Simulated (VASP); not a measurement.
CuI: single point with PBEsol

The system is CuI.

```
CELL_PARAMETERS angstrom
3.92194 0.00000 0.00000
0.00000 3.92194 0.00000
0.00000 0.00000 6.35091
ATOMIC_POSITIONS crystal
Cu 0.50000 0.50000 0.00000
Cu 0.00000 0.00000 0.00000
I 0.50000 0.00000 0.27217
I 0.00000 0.50000 0.72783
```

This cell differs from its parent crystal: equal strain along all axes, cell held: -2.0 %, then relaxed in part.

| Property | Result |
| --- | --- |
| Program | VASP 6.6.1 |
| Task | single point |
| Functional | PBEsol |
| Potentials or basis | VASP PAW PBE potentials, release 64 (Cu, I) |
| Cutoff | 520 eV |
| k mesh | 8 × 8 × 4 |
| Occupations | gaussian, width 0.02 eV |
| Spin | no spin polarisation |
| Dipole correction | no |
| Further INCAR settings | ALGO = Normal; EDIFF = 1e-07; NBANDS = 26 |

* Pressure: 1.5 GPa
* Largest force: 0.025 eV/Å
* Band gap on the k mesh: 1.50 eV

Forces on the atoms (eV/Å):
```
Cu   0.000  0.000  0.000
Cu   0.000  0.000  0.000
I    0.000  0.000  0.025
I    0.000  0.000 -0.025
```

Stress tensor (GPa, compression positive):
```
1.78 0.00 0.00
0.00 1.78 0.00
0.00 0.00 0.89
```

Levels at points of the mesh, in eV from the valence-band top:
```csv
k point,band 14,band 15,band 16,band 17,band 18,band 19,band 20,band 21,band 22,band 23
"(0.00, 0.00, 0.00)",-1.65,-1.37,-1.18,0.00,0.00,1.50,3.27,3.39,4.75,4.75
"(0.50, 0.00, 0.00)",-2.23,-1.48,-1.48,-0.56,-0.56,3.81,3.81,4.71,4.71,6.62
"(0.50, 0.50, 0.00)",-2.03,-1.97,-1.97,-1.32,-1.32,2.26,2.26,2.35,2.35,9.15
"(0.00, 0.00, 0.50)",-1.51,-1.51,-1.37,-0.50,-0.50,3.47,3.59,3.61,4.11,5.36
"(0.50, 0.00, 0.50)",-2.23,-0.95,-0.95,-0.52,-0.52,1.95,1.95,5.16,5.16,6.07
"(0.50, 0.50, 0.50)",-2.11,-1.97,-1.97,-1.16,-1.16,3.89,3.89,4.10,4.10,5.52
```

Run time: 2.9 min on 1 thread of Oxide Virtual Turin-like Processor, on a shared host, peak memory 0.23 GiB.

Caveat: the cell differs from its parent crystal (equal strain along all axes, cell held: -2.0 %, then relaxed in part); the PAW data sets were made with another functional, which shifts forces and pressure a little; spin-orbit coupling is left out, which moves the levels of the heavy elements; this functional lacks dispersion, which binds layers or chains, so the pressure and a relaxed spacing across them are unreliable. A k mesh can miss the band edges.
